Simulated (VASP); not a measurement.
Fe, 1 atom in the cell. The structure is cubic, space group Im-3m (No. 229). Conventional cell: a = 2.832 Å, b = 2.832 Å, c = 2.832 Å, α = 90.00°, β = 90.00°, γ = 90.00°. Fe (site symmetry m-3m) has 14 Fe at 2.45 to 2.83 Å within 3.2 Å. 

| Property | Result |
| --- | --- |
| Program | VASP 6.6.1 |
| Task | single point |
| Functional | PBE |
| Potentials or basis | VASP PAW PBE potentials, release 64 (Fe) |
| Cutoff | 520 eV |
| k mesh | 12 × 12 × 12 |
| Occupations | gaussian, width 0.15 eV |
| Spin | collinear spin, ferromagnetic start |
| Starting moments | [2.44] μB |
| Dipole correction | no |
| Further INCAR settings | ALGO = Normal; EDIFF = 1e-07; NBANDS = 14 |

Potentials or basis: VASP PAW PBE potentials, release 64 (Fe).

Command:

```console
$ cat potpaw_PBE.64/Fe/POTCAR > POTCAR
$ mpirun -np 1 vasp_std > vasp.out
```

Hardware: 1 thread of Intel(R) Xeon(R) Platinum 8488C (Sapphire Rapids) (shared host).

Q: Estimate the wall time of this run.

A: It took 16 s on 1 thread of Intel(R) Xeon(R) Platinum 8488C (Sapphire Rapids), with other jobs on the host, peak memory 0.13 GiB. Counts: scf iterations 15, k points 72.
